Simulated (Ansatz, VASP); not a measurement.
## BAs: VASP beside Ansatz

```xyz
2
Lattice="0.0000 2.3397 2.3397 2.3397 0.0000 2.3397 2.3397 2.3397 0.0000" Properties=species:S:1:pos:R:3 pbc="T T T"
B     0.0000    0.0000    0.0000
As    1.1699    1.1699    1.1699
```

Alike in both runs: task single point; functional PBE; k mesh 12 × 12 × 12; occupations gaussian, width 0.05 eV; no spin polarisation.

|  | VASP | Ansatz |
| --- | --- | --- |
| version | VASP 6.6.1 | Ansatz 0.2.0 |
| potentials or method | VASP PAW PBE potentials, release 64 (B, As), cutoff 520 eV | scalar-relativistic, plane waves, PAW |
| valence electrons in the cell | 8 | 18 |

|  | VASP | Ansatz | Ansatz less VASP |
| --- | --- | --- | --- |
| gap on the k mesh at the Fermi level (eV) | 1.11 | 1.13 | +0.010 |
| pressure (GPa) | 13.6 | 12.8 | -0.88 |

VASP's potentials hold 8 valence electrons a cell and Ansatz's 18, so a difference there can come from the potentials and not from the codes.
